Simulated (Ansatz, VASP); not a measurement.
## One calculation of TiSi, two programs

```
CELL_PARAMETERS angstrom
2.73300 0.00000 0.00000
0.00000 2.73300 0.00000
0.00000 0.00000 3.82287
ATOMIC_POSITIONS crystal
Ti 0.50000 0.50000 0.50000
Si 0.00000 0.00000 0.00000
```

Alike in both runs: functional r2SCAN; k mesh 6 × 6 × 6; occupations gaussian, width 0.1 eV; no spin polarisation.

Ansatz relaxed the structure, and its values are those at the end. VASP's run is a single point on that final structure, the one shown.

|  | VASP | Ansatz |
| --- | --- | --- |
| version | VASP 6.6.1 | Ansatz 0.2.0 |
| potentials or method | VASP PAW PBE potentials, release 64 (Ti_sv, Si), cutoff 520 eV | scalar-relativistic, plane waves, PAW |
| valence electrons in the cell | 16 | 16 |

```tsv
	VASP	Ansatz	Ansatz less VASP
gap on the k mesh at the Fermi level (eV)	none	none	-
pressure (GPa)	0.3	-0.2	-0.46
```

VASP's potentials were made for PBE, not for r2SCAN. A gap of «none» marks a metal or a gap that the smearing closes.

The k mesh is coarse, so the values compare programs but aren't converged.
